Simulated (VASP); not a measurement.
# LiCl (Fm-3m) in VASP: further runs

Runs on LiCl. Level: PBE. Tasks: single point, relaxation of cell and atoms.

Program: VASP 6.6.1. These are calculated values, not measurements. Logs are shortened: lines on timing, memory, paths and dates and some standing lists are left out, and cuts for length are marked.

**1. The cell of the first run**

Symmetry: Fm-3m, No. 225, cubic system. The conventional cell has a = 5.251 Å, b = 5.251 Å, c = 5.251 Å, α = 90.00°, β = 90.00°, γ = 90.00°. Li (site symmetry m-3m) has 6 Cl at 2.63 Å within 3.5 Å. Cl (site symmetry m-3m) has 6 Li at 2.63 Å within 3.5 Å.

**2. Single point, PBE (volume scaled by 1.06)**

INCAR

```
SYSTEM = LiCl
PREC = Accurate
ENCUT = 520
EDIFF = 1E-7
ISMEAR = 0
SIGMA = 0.02
LREAL = .FALSE.
LASPH = .TRUE.
NELM = 100
ALGO = Normal
ISIF = 2
LWAVE = .FALSE.
LCHARG = .FALSE.
GGA = PE
NBANDS = 12
```

KPOINTS

```
regular mesh
0
G
  8 8 8
  0 0 0
```

POSCAR

```
LiCl
1.0
    0.0000000000      2.6256415649      2.6256415649
    2.6256415649      0.0000000000      2.6256415649
    2.6256415649      2.6256415649      0.0000000000
Li Cl
1 1
Direct
    0.0000000000      0.0000000000      0.0000000000
    0.5000000000      0.5000000000      0.5000000000
```

Potentials or basis: VASP PAW PBE potentials, release 64 (Li_sv, Cl).

Run with:

```sh
cat potpaw_PBE.64/Li_sv/POTCAR potpaw_PBE.64/Cl/POTCAR > POTCAR
mpirun -np 1 vasp_std > vasp.out
```

OUTCAR:

```text
SYSTEM = LiCl
   PREC = Accurate
   ENCUT = 520
   EDIFF = 1E-7
   ISMEAR = 0
   LREAL = .FALSE.
   LASPH = .TRUE.
   NELM = 100
   ISIF = 2
   GGA = PE

 ion  position               nearest neighbor table
   1  0.000  0.000  0.000-   2 2.63   2 2.63   2 2.63   2 2.63   2 2.63   2 2.63
   2  0.500  0.500  0.500-   1 2.63   1 2.63   1 2.63   1 2.63   1 2.63   1 2.63

  LATTYP: Found a face centered cubic cell.
 ALAT       =     5.2512831298

  Lattice vectors:

 A1 = (   0.0000000000,   2.6256415649,   2.6256415649)
 A2 = (   2.6256415649,   0.0000000000,   2.6256415649)
 A3 = (   2.6256415649,   2.6256415649,   0.0000000000)

Analysis of symmetry for initial positions (statically):
=====================================================================
 Subroutine PRICEL returns:
 Original cell was already a primitive cell.

 Routine SETGRP: Setting up the symmetry group for a
 face centered cubic supercell.

 Subroutine GETGRP returns: Found 48 space group operations
 (whereof 48 operations were pure point group operations)
 out of a pool of 48 trial point group operations.

The static configuration has the point symmetry O_h .

Analysis of symmetry for dynamics (positions and initial velocities):
=====================================================================
 Subroutine PRICEL returns:
 Original cell was already a primitive cell.

 Routine SETGRP: Setting up the symmetry group for a
 face centered cubic supercell.

 Subroutine GETGRP returns: Found 48 space group operations
 (whereof 48 operations were pure point group operations)
 out of a pool of 48 trial point group operations.

The dynamic configuration has the point symmetry O_h .

 Subroutine INISYM returns: Found 48 space group operations
 (whereof 48 operations are pure point group operations),
 and found     1 'primitive' translations

----------------------------------------------------------------------------------------

                                     Primitive cell

  volume of cell :      36.2023

  direct lattice vectors                    reciprocal lattice vectors
     0.000000000  2.625641565  2.625641565    -0.190429648  0.190429648  0.190429648
     2.625641565  0.000000000  2.625641565     0.190429648 -0.190429648  0.190429648
     2.625641565  2.625641565  0.000000000     0.190429648  0.190429648 -0.190429648

  length of vectors
     3.713217911  3.713217911  3.713217911     0.329833826  0.329833826  0.329833826

  position of ions in fractional coordinates (direct lattice)
     0.000000000  0.000000000  0.000000000
     0.500000000  0.500000000  0.500000000

  ion indices of the primitive-cell ions
   primitive index   ion index
                 1           1
                 2           2

----------------------------------------------------------------------------------------

 KPOINTS: regular mesh

Automatic generation of k-mesh.
 Grid dimensions read from file:
 generate k-points for:    8    8    8

 Generating k-lattice:

  Cartesian coordinates                     Fractional coordinates (reciprocal lattice)
    -0.023803706  0.023803706  0.023803706     0.125000000  0.000000000  0.000000000
     0.023803706 -0.023803706  0.023803706     0.000000000  0.125000000  0.000000000
     0.023803706  0.023803706 -0.023803706     0.000000000  0.000000000  0.125000000

  Length of vectors
     0.041229228  0.041229228  0.041229228

  Shift w.r.t. Gamma in fractional coordinates (k-lattice)
     0.000000000  0.000000000  0.000000000

 Subroutine IBZKPT returns following result:
 ===========================================

 Found     29 irreducible k-points:

 Following reciprocal coordinates:
            Coordinates               Weight
  0.000000  0.000000  0.000000      1.000000
  0.125000  0.000000  0.000000      8.000000
  0.250000  0.000000  0.000000      8.000000
  0.375000  0.000000  0.000000      8.000000
  0.500000  0.000000  0.000000      4.000000
  0.125000  0.125000  0.000000      6.000000
[... 16 lines left out ...]
  0.500000  0.250000  0.125000     48.000000
 -0.375000  0.250000  0.125000     24.000000
 [... further k-points ...]
   k-points           NKPTS =     29   k-points in BZ     NKDIM =     29   number of bands    NBANDS=     12
   number of dos      NEDOS =    301   number of ions     NIONS =      2
   total plane-waves  NPLWV =  21952
   dimension x,y,z NGX =    28 NGY =   28 NGZ =   28
   dimension x,y,z NGXF=    56 NGYF=   56 NGZF=   56
   ions per type =               1   1
   NGX,Y,Z   is equivalent  to a cutoff of  12.54, 12.54, 12.54 a.u.
   NGXF,Y,Z  is equivalent  to a cutoff of  25.07, 25.07, 25.07 a.u.
 SYSTEM =  LiCl
   PREC   = accura    normal or accurate (medium, high low for compatibility)
   ISTART =      0    job   : 0-new  1-cont  2-samecut
   ICHARG =      2    charge: 1-file 2-atom 10-const
   ISPIN  =      1    spin polarized calculation?
   LNONCOLLINEAR =      F non collinear calculations
[... 19 lines left out ...]
   ISMEAR =     0;   SIGMA  =   0.02  broadening in eV -4-tet -1-fermi 0-gaus
   EFERMI_NEDOS =   21; number of points for ismear=-14 and -15
   IALGO  =     38    algorithm
   IMIX   =      4    mixing-type and parameters
     AMIX     =   0.40;   BMIX     =  1.00
     AMIX_MAG =   1.60;   BMIX_MAG =  1.00
  volume/ion in A,a.u.               =      18.10       122.15
  Fermi-wavevector in a.u.,A,eV,Ry     =   1.066177  2.014783 15.466203  1.136734
  Thomas-Fermi vector in A             =   2.201753
   LORBIT       =      0    0 simple, 1 ext, 2 COOP (PROOUT), +10 PAW based schemes
   GGA     = PE    functional components
   LHFCALC =     F    Hartree Fock is set to
   AEXX    =    0.0000 exact exchange contribution
   IVDW    =     0    specifies the selected vdW correction
   LEPSILON=     F    determine dielectric tensor
   LRPA    =     F    only Hartree local field effects (RPA)
 non-spin polarized calculation
 Gauss-broadening in eV      SIGMA  =   0.02
  energy-cutoff  :      520.00
  volume of cell :       36.20
 maximum number of plane-waves:       992
   NGX = 13   NGY = 13   NGZ = 13

 number of electron      10.0000005 magnetization

 Free energy of the ion-electron system (eV)
  ---------------------------------------------------
  ext. energy  EPLUGINS =         0.00000000
  ---------------------------------------------------
  free energy    TOTEN  =        -7.37505697 eV

  energy without entropy =       -7.37505697  energy(sigma->0) =       -7.37505697

 E-fermi :   0.1790     XC(G=0):  -8.4306

 val. band max:        0.0752710697   @ k =   0.0000   0.0000   0.0000
 cond. band min:       6.0323897336   @ k =   0.0000   0.0000   0.0000
 fundamental gap:      5.9571186639
 Fermi energy:         0.1789797335

 k-point     1 :       0.0000    0.0000    0.0000
  band No.  band energies     occupation
      1     -43.5834      2.00000
      2     -13.0892      2.00000
      3       0.0753      2.00000
      4       0.0753      2.00000
      5       0.0753      2.00000
      6       6.0324      0.00000
      7      11.9459      0.00000
      8      11.9459      0.00000
      9      11.9459      0.00000
     10      14.1768      0.00000
     11      14.1768      0.00000
     12      14.1768      0.00000

 k-point     2 :       0.1250    0.0000    0.0000
  band No.  band energies     occupation
      1     -43.5832      2.00000
      2     -13.0245      2.00000
      3      -0.4016      2.00000
      4       0.0392      2.00000
      5       0.0392      2.00000
      6       6.4867      0.00000
      7      11.1264      0.00000
      8      11.7932      0.00000
      9      11.7932      0.00000
     10      12.9936      0.00000
     11      12.9936      0.00000
     12      14.6427      0.00000

 k-point     3 :       0.2500    0.0000    0.0000
  band No.  band energies     occupation
      1     -43.5825      2.00000
      2     -12.8608      2.00000
      3      -1.3549      2.00000
      4      -0.0437      2.00000
      5      -0.0437      2.00000
      6       7.0302      0.00000
      7      10.6642      0.00000
      8      10.6642      0.00000
      9      10.7613      0.00000
     10      13.8463      0.00000
     11      13.8463      0.00000
     12      15.1796      0.00000
[... 286 lines left out ...]
 k-point    23 :       0.5000    0.2500    0.1250
  band No.  band energies     occupation
      1     -43.5816      2.00000
      2     -12.5785      2.00000
      3      -2.0071      2.00000
      4      -0.9912      2.00000
      5      -0.3569      2.00000
      6       8.2654      0.00000
      7       9.3394      0.00000
      8      10.2537      0.00000
      9      11.1088      0.00000
     10      14.1600      0.00000
     11      17.1611      0.00000
     12      17.4767      0.00000

 k-point    24 :      -0.3750    0.2500    0.1250
  band No.  band energies     occupation
      1     -43.5814      2.00000
      2     -12.5136      2.00000
      3      -2.2086      2.00000
      4      -1.0777      2.00000
      5      -0.4357      2.00000
      6       8.1328      0.00000
      7       9.2768      0.00000
      8      10.4546      0.00000
      9      11.3696      0.00000
     10      15.2700      0.00000
     11      15.7440      0.00000
     12      17.8243      0.00000

 [... further k-points ...]
[... 5 lines left out ...]
  --------------------------------------------------------------------------------------
  -------------------------------------------------------------------------------------
  Total       -0.3911683     -0.3911683     -0.3911683     -0.0000000     -0.0000000      0.0000000
  in kB      -17.3116306    -17.3116306    -17.3116306     -0.0000000     -0.0000000      0.0000000
  external PRESSURE =     -17.3116306 kB  Pullay stress =       0.0000000 kB

 VOLUME and BASIS-vectors are now :
 -----------------------------------------------------------------------------
  energy-cutoff  :      520.00
  volume of cell :       36.20
      direct lattice vectors                 reciprocal lattice vectors
     0.000000000  2.625641565  2.625641565    -0.190429648  0.190429648  0.190429648
     2.625641565  0.000000000  2.625641565     0.190429648 -0.190429648  0.190429648
     2.625641565  2.625641565  0.000000000     0.190429648  0.190429648 -0.190429648

 POSITION                                       TOTAL-FORCE (eV/Angst)
 -----------------------------------------------------------------------------------
      0.00000      0.00000      0.00000        -0.000000     -0.000000     -0.000000
      2.62564      2.62564      2.62564         0.000000      0.000000      0.000000
 -----------------------------------------------------------------------------------
    total drift:                                0.000000      0.000000      0.000000

  FREE ENERGIE OF THE ION-ELECTRON SYSTEM (eV)
  ---------------------------------------------------
  free  energy   TOTEN  =        -7.3750569689 eV

  energy  without entropy=       -7.3750569689  energy(sigma->0) =       -7.37505697
```

Wall time 12 s (1 thread of AMD EPYC 7R13 (Zen 3), shared host); peak memory 0.12 GiB.

Results:

- Free energy: -7.3751 eV
- Band gap on the k mesh: 5.96 eV, direct

Caveat: the cell differs from its parent crystal (volume scaled by 1.06); the cutoff is under 1.25 times the usual one of these potentials, so pressure, stress and relaxed cells hold a basis-set (Pulay) error. A k mesh can miss the band edges.

**3. Relaxation of cell and atoms, PBE**

This run uses another cell than the first one, of 16.87 Å³/atom, 0.932 times its volume.

INCAR

```
SYSTEM = LiCl
ALGO = Normal ; EDIFF = 1E-6
EDIFFG = -0.005 ; ENCUT = 600
GGA = PE ; IBRION = 2
ISIF = 3 ; ISMEAR = 0
LASPH = .True. ; LCHARG = .False.
LREAL = .False. ; LWAVE = .False.
NELM = 60 ; NSW = 100
PREC = Accurate ; SIGMA = 0.02
```

KPOINTS

```
k-points
0
Gamma
  8 8 8
  0 0 0
```

POSCAR

```
LiCl
1.0
    0.0000000000      2.5647700000      2.5647700000
    2.5647700000      0.0000000000      2.5647700000
    2.5647700000      2.5647700000      0.0000000000
Li Cl
1 1
Direct
    0.0000000000      0.0000000000      0.0000000000
    0.5000000000      0.5000000000      0.5000000000
```

Potentials or basis: VASP PAW PBE potentials, release 64 (Li_sv, Cl).

Run with:

```sh
cat potpaw_PBE.64/Li_sv/POTCAR potpaw_PBE.64/Cl/POTCAR > POTCAR
mpirun -np 1 vasp_std > vasp.out
```

Run time: 22 s. Hardware: 1 thread of AMD EPYC 7R13 (Zen 3), shared host; peak memory 0.13 GiB.

It converged, with:

```
Free energy                            : -7.3857 eV
Relaxed volume                         : 17.01 Å³/atom
Relaxed cell                           : a = 3.637 Å, b = 3.637 Å, c = 3.637 Å, α = 60.00°, β = 60.00°, γ = 60.00°
Space group after relaxing (to 0.05 Å) : Fm-3m (No. 225)
Energy gained by relaxing              : 0.1 meV/atom
Ionic steps                            : 3
Pressure after relaxing                : 0.0 GPa
Band gap on the k mesh                 : 6.29 eV, direct
```

Step by step:
```tsv
step	energy change (eV)	largest force (eV/Å)	pressure (GPa)	volume (Å³)
1	0.0000	0.0000	0.31	33.74
2	-0.0002	0.0000	0.14	33.90
3	-0.0003	0.0000	0.02	34.03
```

Final structure:
```yaml
crystal:
  lattice:
    - [0.00000, 2.57200, 2.57200]
    - [2.57200, 0.00000, 2.57200]
    - [2.57200, 2.57200, 0.00000]
  atoms:
    - { symbol: Li, position: [0.00000, 0.00000, 0.00000] }
    - { symbol: Cl, position: [0.50000, 0.50000, 0.50000] }
```

Levels at points of the mesh, in eV from the valence-band top:
```csv
k point,band 3,band 4,band 5,band 6,band 7,band 8
"(0.00, 0.00, 0.00)",0.00,0.00,0.00,6.29,11.93,11.93
"(0.50, 0.00, 0.00)",-2.78,-0.25,-0.25,6.75,9.50,9.50
"(0.50, 0.50, 0.00)",-2.85,-1.08,-1.08,7.87,8.31,12.37
```

Caveat: the cutoff is under 1.25 times the usual one of these potentials, so pressure, stress and relaxed cells hold a basis-set (Pulay) error. PBE usually gives volumes a little too large and moduli too small.

**4. Single point, PBE (volume scaled by 0.91)**

INCAR

```
SYSTEM = LiCl
PREC     = Accurate       ! precision mode
ENCUT    = 520            ! plane-wave cutoff, eV
EDIFF    = 1E-7           ! SCF threshold, eV
ISMEAR   = 0              ! smearing method
SIGMA    = 0.02           ! smearing width, eV
LREAL    = .False.        ! projectors in reciprocal space
LASPH    = .True.         ! aspherical terms in the spheres
NELM     = 80             ! most SCF steps
ALGO     = Normal         ! electronic algorithm
ISIF     = 2              ! what is computed and relaxed
LWAVE    = .False.        ! write WAVECAR
LCHARG   = .False.        ! write CHGCAR
GGA      = PE             ! functional
NBANDS   = 12             ! bands
```

KPOINTS

```
regular mesh
0
Gamma
  8 8 8
  0 0 0
```

POSCAR

```
LiCl
1.0
    0.0000000000      2.4954408578      2.4954408578
    2.4954408578      0.0000000000      2.4954408578
    2.4954408578      2.4954408578      0.0000000000
Li Cl
1 1
Direct
    0.0000000000      0.0000000000      0.0000000000
    0.5000000000      0.5000000000      0.5000000000
```

Run with:

```sh
cat potpaw_PBE.64/Li_sv/POTCAR potpaw_PBE.64/Cl/POTCAR > POTCAR
mpirun -np 1 vasp_std > vasp.out
```

Run time: 5.6 s. Hardware: 1 thread of Intel Xeon 6975P-C (Granite Rapids), shared host; peak memory 0.14 GiB.

The run converged. Its results:

```
Free energy            : -7.3542 eV
Band gap on the k mesh : 6.84 eV, indirect (the least direct gap lies 2.3 meV higher)
```

Levels at points of the mesh, in eV from the valence-band top:
| k point | band 2 | band 3 | band 4 | band 5 | band 6 | band 7 | band 8 | band 9 |
| --- | --- | --- | --- | --- | --- | --- | --- | --- |
| (0.00, 0.00, 0.00) | -13.71 | 0.00 | 0.00 | 0.00 | 6.84 | 12.00 | 12.00 | 12.00 |
| (0.50, 0.00, 0.00) | -13.02 | -3.16 | -0.29 | -0.29 | 6.84 | 9.53 | 9.53 | 13.86 |
| (0.50, 0.50, 0.00) | -12.71 | -3.29 | -1.26 | -1.26 | 8.07 | 8.15 | 13.17 | 14.77 |

Caveat: the cell differs from its parent crystal (volume scaled by 0.91); the cutoff is under 1.25 times the usual one of these potentials, so pressure, stress and relaxed cells hold a basis-set (Pulay) error. A k mesh can miss the band edges.

**5. Single point, PBE (volume scaled by 0.97)**

INCAR

```
PREC = Accurate
ENCUT = 520
EDIFF = 1E-6
ISMEAR = 0
SIGMA = 0.02
LREAL = False
LASPH = True
NELM = 100
ALGO = Normal
ISIF = 2
LWAVE = False
LCHARG = False
GGA = PE
NBANDS = 12
```

KPOINTS

```
regular mesh
0
Gamma
  8 8 8
```

POSCAR

```
LiCl
1.0
    0.0000000000      2.5491226320      2.5491226320
    2.5491226320      0.0000000000      2.5491226320
    2.5491226320      2.5491226320      0.0000000000
Li Cl
1 1
Direct
    0.0000000000      0.0000000000      0.0000000000
    0.5000000000      0.5000000000      0.5000000000
```

Run with:

```sh
cat potpaw_PBE.64/Li_sv/POTCAR potpaw_PBE.64/Cl/POTCAR > POTCAR
mpirun -np 1 vasp_std > vasp.out
```

It took 5 s on 1 thread of Intel Xeon 6975P-C (Granite Rapids), shared host; peak memory 0.14 GiB.

The run converged. Its results:

```yaml
Free_energy: -7.3831 eV
Band_gap_on_the_k_mesh: 6.45 eV, direct
```

Levels at points of the mesh, in eV from the valence-band top:
| k point | band 1 | band 2 | band 3 | band 4 | band 5 | band 6 | band 7 | band 8 | band 9 | band 10 |
| --- | --- | --- | --- | --- | --- | --- | --- | --- | --- | --- |
| (0.00, 0.00, 0.00) | -43.49 | -13.46 | 0.00 | 0.00 | 0.00 | 6.45 | 11.95 | 11.95 | 11.95 | 14.64 |
| (0.50, 0.00, 0.00) | -43.49 | -12.87 | -2.89 | -0.26 | -0.26 | 6.78 | 9.51 | 9.51 | 13.17 | 17.03 |
| (0.50, 0.50, 0.00) | -43.49 | -12.61 | -2.98 | -1.13 | -1.13 | 7.93 | 8.27 | 12.60 | 14.26 | 14.26 |

Caveat: the cell differs from its parent crystal (volume scaled by 0.97); the cutoff is under 1.25 times the usual one of these potentials, so pressure, stress and relaxed cells hold a basis-set (Pulay) error. A k mesh can miss the band edges.

**6. Single point, PBE**

This run uses another cell than the first one, of 17.08 Å³/atom, 0.943 times its volume.

INCAR

```
  PREC = Accurate
  ENCUT = 520
  EDIFF = 1E-6
  ISMEAR = 0
  SIGMA = 0.02
  LREAL = False
  LASPH = True
  NELM = 100
  ALGO = Normal
  ISIF = 2
  LWAVE = False
  LCHARG = False
  GGA = PE
  NBANDS = 12
```

KPOINTS

```
Automatic mesh
0
Gamma
  8 8 8
```

POSCAR

```
LiCl
1.0
    0.0000000000      2.5751358802      2.5751358802
    2.5751358802      0.0000000000      2.5751358802
    2.5751358802      2.5751358802      0.0000000000
Li Cl
1 1
Direct
    0.0000000000      0.0000000000      0.0000000000
    0.5000000000      0.5000000000      0.5000000000
```

Potentials or basis: VASP PAW PBE potentials, release 64 (Li_sv, Cl).

Run with:

```sh
cat potpaw_PBE.64/Li_sv/POTCAR potpaw_PBE.64/Cl/POTCAR > POTCAR
mpirun -np 1 vasp_std > vasp.out
```

Run time: 11 s. Hardware: 1 thread of Intel Xeon Platinum 8488C (Sapphire Rapids), shared host; peak memory 0.15 GiB.

Results (log left out):

| Quantity | Value |
| --- | --- |
| Free energy | -7.3862 eV |
| Band gap on the k mesh | 6.27 eV, direct |

Levels at points of the mesh, in eV from the valence-band top:
```
           k point  band 1  band 2  band 3  band 4  band 5  band 6  band 7  band 8  band 9  band 10
(0.00, 0.00, 0.00)  -43.54  -13.35    0.00    0.00    0.00    6.27   11.93   11.93   11.93    14.46
(0.50, 0.00, 0.00)  -43.54  -12.80   -2.76   -0.25   -0.25    6.75    9.49    9.49   12.85    16.82
(0.50, 0.50, 0.00)  -43.54  -12.57   -2.84   -1.08   -1.08    7.86    8.31   12.34   14.02    14.02
```

Caveat: the cutoff is under 1.25 times the usual one of these potentials, so pressure, stress and relaxed cells hold a basis-set (Pulay) error. A k mesh can miss the band edges.

**7. The runs side by side**

| task | cell | cutoff (eV) | gap on the mesh (eV) |
| --- | --- | --- | --- |
| single point | a = 3.713 Å, angles 60.0°, 2 atoms | 520 | 5.96 |
| relaxation of cell and atoms | relaxed from a = 3.627 Å, angles 60.0°, 2 atoms | 600 | 6.29 |
| single point | a = 3.529 Å, angles 60.0°, 2 atoms | 520 | 6.84 |
| single point | a = 3.605 Å, angles 60.0°, 2 atoms | 520 | 6.45 |
| single point | a = 3.642 Å, angles 60.0°, 2 atoms | 520 | 6.27 |

Alike in all rows: level PBE; potentials or basis VASP PAW PBE potentials, release 64 (Li_sv, Cl); no spin polarisation; k mesh 8 × 8 × 8; smearing gaussian 0.02 eV.

Caveats: the cutoff is under 1.25 times the usual one of these potentials, so pressure, stress and relaxed cells hold a basis-set (Pulay) error.

Absolute energies hang on the potentials; compare differences alone.
